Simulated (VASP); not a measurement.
# SiO2 (P6_322) in VASP: a series of runs, part 2 of 2

VASP 6.6.1. Earlier steps stand in the parts before.

### 3 Single point, PBE

This run uses another cell than the first one, of 13.81 Å³/atom, 1.074 times its volume.

Contents of INCAR:

```
PREC = Accurate
ENCUT = 520
EDIFF = 1E-6
ISMEAR = 0
SIGMA = 0.02
LREAL = False
LASPH = True
NELM = 80
ALGO = Normal
ISIF = 2
LWAVE = False
LCHARG = False
GGA = PE
NBANDS = 44
```

Contents of KPOINTS:

```
regular mesh
0
Gamma
  6 6 4
```

Contents of POSCAR:

```
SiO2
1.0
    4.7328911442      0.0000000000      0.0000000000
   -2.3664455721      4.0988039642      0.0000000000
    0.0000000000      0.0000000000      8.5417540719
Si O
4 8
Direct
    0.6666666667      0.3333333333      0.9364995101
    0.6666666667      0.3333333333      0.5635004899
    0.3333333333      0.6666666667      0.0635004899
    0.3333333333      0.6666666667      0.4364995101
    0.0000000000      0.3582917027      0.0000000000
    0.3582917027      0.3582917027      0.5000000000
    0.6417082973      0.0000000000      0.5000000000
    0.6417082973      0.6417082973      0.0000000000
    0.0000000000      0.6417082973      0.5000000000
    0.6666666667      0.3333333333      0.7500000000
    0.3333333333      0.6666666667      0.2500000000
    0.3582917027      0.0000000000      0.0000000000
```

Potentials or basis: VASP PAW PBE potentials, release 64 (Si, O).

On the command line:

```bash
$ cat potpaw_PBE.64/Si/POTCAR potpaw_PBE.64/O/POTCAR > POTCAR
$ mpirun -np 1 vasp_std > vasp.out
```

OUTCAR:

```text
PREC = Accurate
   ENCUT = 520
   EDIFF = 1E-6
   ISMEAR = 0
   LREAL = False
   LASPH = True
   NELM = 80
   ISIF = 2
   GGA = PE

 ion  position               nearest neighbor table
   1  0.667  0.333  0.936-  10 1.59   5 1.62  12 1.62   8 1.62   3 2.94   3 2.94   3 2.94
   2  0.667  0.333  0.564-  10 1.59   7 1.62   9 1.62   6 1.62   4 2.94   4 2.94   4 2.94
   3  0.333  0.667  0.064-  11 1.59  12 1.62   5 1.62   8 1.62   1 2.94   1 2.94   1 2.94
   4  0.333  0.667  0.436-  11 1.59   9 1.62   7 1.62   6 1.62   2 2.94   2 2.94   2 2.94
   5  0.000  0.358  0.000-   1 1.62   3 1.62
   6  0.358  0.358  0.500-   4 1.62   2 1.62
   7  0.642  0.000  0.500-   2 1.62   4 1.62
   8  0.642  0.642  0.000-   1 1.62   3 1.62
   9  0.000  0.642  0.500-   4 1.62   2 1.62
  10  0.667  0.333  0.750-   1 1.59   2 1.59
  11  0.333  0.667  0.250-   3 1.59   4 1.59
  12  0.358  0.000  0.000-   3 1.62   1 1.62

  LATTYP: Found a hexagonal cell.
 ALAT       =     4.7328911442
 C/A-ratio  =     1.8047645322

  Lattice vectors:

 A1 = (   4.7328911442,   0.0000000000,   0.0000000000)
 A2 = (  -2.3664455721,   4.0988039642,   0.0000000000)
 A3 = (   0.0000000000,   0.0000000000,   8.5417540719)

Analysis of symmetry for initial positions (statically):
=====================================================================
 Subroutine PRICEL returns:
 Original cell was already a primitive cell.

 Routine SETGRP: Setting up the symmetry group for a
 hexagonal supercell.

 Subroutine GETGRP returns: Found 12 space group operations
 (whereof  6 operations were pure point group operations)
 out of a pool of 24 trial point group operations.

The static configuration has the point symmetry D_3 .
 The point group associated with its full space group is D_6 .

Analysis of symmetry for dynamics (positions and initial velocities):
=====================================================================
[... 157 lines left out ...]
   LRPA    =     F    only Hartree local field effects (RPA)
 non-spin polarized calculation
 Gauss-broadening in eV      SIGMA  =   0.02
  energy-cutoff  :      520.00
  volume of cell :      165.70
 maximum number of plane-waves:      4484
 NGX is ok and might be reduce to    36
   NGX = 17   NGY = 17   NGZ = 31

 number of electron      63.9999938 magnetization

 Free energy of the ion-electron system (eV)
  ---------------------------------------------------
  ext. energy  EPLUGINS =         0.00000000
  ---------------------------------------------------
  free energy    TOTEN  =       -94.27889761 eV

  energy without entropy =      -94.27889761  energy(sigma->0) =      -94.27889761

 E-fermi :   0.6236     XC(G=0):  -8.5661

 val. band max:        0.5049568110   @ k =   0.0000   0.0000   0.2500
 cond. band min:       6.1853132157   @ k =   0.0000   0.0000   0.0000
 fundamental gap:      5.6803564047
 Fermi energy:         0.6235660594

 k-point     1 :       0.0000    0.0000    0.0000
  band No.  band energies     occupation
      1     -19.1917      2.00000
      2     -18.7983      2.00000
      3     -17.6759      2.00000
      4     -17.0379      2.00000
      5     -16.9191      2.00000
      6     -16.9191      2.00000
[... 976 lines left out ...]
     43      11.1206      0.00000
     44      11.1206      0.00000

------------------------ aborting loop because EDIFF is reached ----------------------------------------

  FORCE on cell =-STRESS in cart. coord.  units (eV):
  Direction    XX          YY          ZZ          XY          YZ          ZX
  --------------------------------------------------------------------------------------
  -------------------------------------------------------------------------------------
  Total        8.5091930      8.5091930      8.4140523      0.0000000      0.0000000      0.0000000
  in kB       82.2750639     82.2750639     81.3551521      0.0000000      0.0000000      0.0000000
  external PRESSURE =      81.9684267 kB  Pullay stress =       0.0000000 kB

 VOLUME and BASIS-vectors are now :
 -----------------------------------------------------------------------------
  energy-cutoff  :      520.00
  volume of cell :      165.70
      direct lattice vectors                 reciprocal lattice vectors
     4.732891144  0.000000000  0.000000000     0.211287344  0.121986805  0.000000000
    -2.366445572  4.098803964  0.000000000     0.000000000  0.243973610  0.000000000
     0.000000000  0.000000000  8.541754072     0.000000000  0.000000000  0.117071973

 POSITION                                       TOTAL-FORCE (eV/Angst)
 -----------------------------------------------------------------------------------
      2.36645      1.36627      7.99935         0.000000      0.000000     -0.035854
      2.36645      1.36627      4.81328         0.000000      0.000000      0.035854
     -0.00000      2.73254      0.54241         0.000000     -0.000000      0.035854
     -0.00000      2.73254      3.72847         0.000000      0.000000     -0.035854
     -0.84788      1.46857      0.00000         0.003879     -0.006718      0.000000
      0.84788      1.46857      4.27088        -0.003879     -0.006718      0.000000
      3.03714      0.00000      4.27088         0.007758      0.000000      0.000000
      1.51857      2.63024      0.00000         0.003879      0.006718      0.000000
     -1.51857      2.63024      4.27088        -0.003879      0.006718      0.000000
      2.36645      1.36627      6.40632         0.000000     -0.000000      0.000000
     -0.00000      2.73254      2.13544         0.000000      0.000000      0.000000
      1.69576      0.00000      0.00000        -0.007758      0.000000      0.000000
 -----------------------------------------------------------------------------------
    total drift:                               -0.000000      0.000000      0.000000

  FREE ENERGIE OF THE ION-ELECTRON SYSTEM (eV)
  ---------------------------------------------------
  free  energy   TOTEN  =       -94.2788976094 eV

  energy  without entropy=      -94.2788976094  energy(sigma->0) =      -94.27889761
```

It took 3.3 min on 1 thread of Intel Xeon 6975P-C, shared host; peak memory 0.32 GiB.

Results:

- Free energy: -94.2789 eV
- Pressure: 8.2 GPa
- Largest force: 0.036 eV/Å
- Band gap on the k mesh: 5.68 eV, indirect (least direct gap 5.82 eV)

Forces in eV/Å, atoms in the order of the input:
```
Si   0.000  0.000 -0.036
Si   0.000  0.000  0.036
Si   0.000  0.000  0.036
Si   0.000  0.000 -0.036
O    0.004 -0.007  0.000
O   -0.004 -0.007  0.000
O    0.008  0.000  0.000
O    0.004  0.007  0.000
O   -0.004  0.007  0.000
O    0.000  0.000  0.000
O    0.000  0.000  0.000
O   -0.008  0.000  0.000
```

Stress tensor (GPa, compression positive):
```
8.23 0.00 0.00
0.00 8.23 0.00
0.00 0.00 8.14
```

Levels at points of the mesh, in eV from the valence-band top:
| k point | band 28 | band 29 | band 30 | band 31 | band 32 | band 33 | band 34 | band 35 | band 36 | band 37 |
| --- | --- | --- | --- | --- | --- | --- | --- | --- | --- | --- |
| (0.00, 0.00, 0.00) | -1.61 | -0.61 | -0.61 | -0.14 | -0.14 | 5.68 | 8.01 | 8.53 | 9.64 | 10.00 |
| (0.50, 0.00, 0.00) | -1.32 | -0.94 | -0.77 | -0.66 | -0.15 | 8.11 | 8.90 | 8.93 | 9.03 | 9.48 |
| (0.00, 0.00, 0.50) | -1.64 | -0.64 | -0.64 | -0.08 | -0.08 | 6.52 | 6.52 | 9.40 | 9.40 | 9.85 |
| (0.50, 0.00, 0.50) | -1.17 | -0.74 | -0.74 | -0.48 | -0.48 | 8.50 | 8.50 | 9.04 | 9.04 | 9.46 |

### 4 Single point, PBE

This run uses another cell than the first one, of 13.81 Å³/atom, 1.074 times its volume.

Contents of INCAR:

```
SYSTEM = SiO2
PREC = Accurate
ENCUT = 520
EDIFF = 1E-6
ISMEAR = 0
SIGMA = 0.02
LREAL = .False.
LASPH = .True.
NELM = 80
ALGO = Normal
ISIF = 2
LWAVE = .False.
LCHARG = .False.
GGA = PE
NBANDS = 44
```

Contents of KPOINTS:

```
Automatic mesh
0
Gamma
  6 6 4
  0 0 0
```

POSCAR is that of step 3.

On the command line:

```bash
$ cat potpaw_PBE.64/Si/POTCAR potpaw_PBE.64/O/POTCAR > POTCAR
$ mpirun -np 1 vasp_std > vasp.out
```

It took 3.5 min on 1 thread of Intel Xeon 6975P-C, shared host; peak memory 0.32 GiB.

It converged, with:

```yaml
Free_energy: -94.2789 eV
Pressure: 8.2 GPa
Largest_force: 0.036 eV/Å
Band_gap_on_the_k_mesh: 5.68 eV, indirect (least direct gap 5.82 eV)
```

Forces on the atoms (eV/Å):
```
Si   0.000  0.000 -0.036
Si   0.000  0.000  0.036
Si   0.000  0.000  0.036
Si   0.000  0.000 -0.036
O    0.004 -0.007  0.000
O   -0.004 -0.007  0.000
O    0.008  0.000  0.000
O    0.004  0.007  0.000
O   -0.004  0.007  0.000
O    0.000  0.000  0.000
O    0.000  0.000  0.000
O   -0.008  0.000  0.000
```

Stress tensor (GPa, compression positive):
```
8.23 0.00 0.00
0.00 8.23 0.00
0.00 0.00 8.14
```

Levels at points of the mesh, in eV from the valence-band top:
| k point | band 30 | band 31 | band 32 | band 33 | band 34 | band 35 |
| --- | --- | --- | --- | --- | --- | --- |
| (0.00, 0.00, 0.00) | -0.61 | -0.14 | -0.14 | 5.68 | 8.01 | 8.53 |
| (0.50, 0.00, 0.00) | -0.77 | -0.66 | -0.15 | 8.11 | 8.90 | 8.93 |
| (0.00, 0.00, 0.50) | -0.64 | -0.08 | -0.08 | 6.52 | 6.52 | 9.40 |
| (0.50, 0.00, 0.50) | -0.74 | -0.48 | -0.48 | 8.50 | 8.50 | 9.04 |

A k mesh can miss the band edges. Expect the measured gap to be larger: semilocal functionals such as PBE lack the derivative discontinuity.
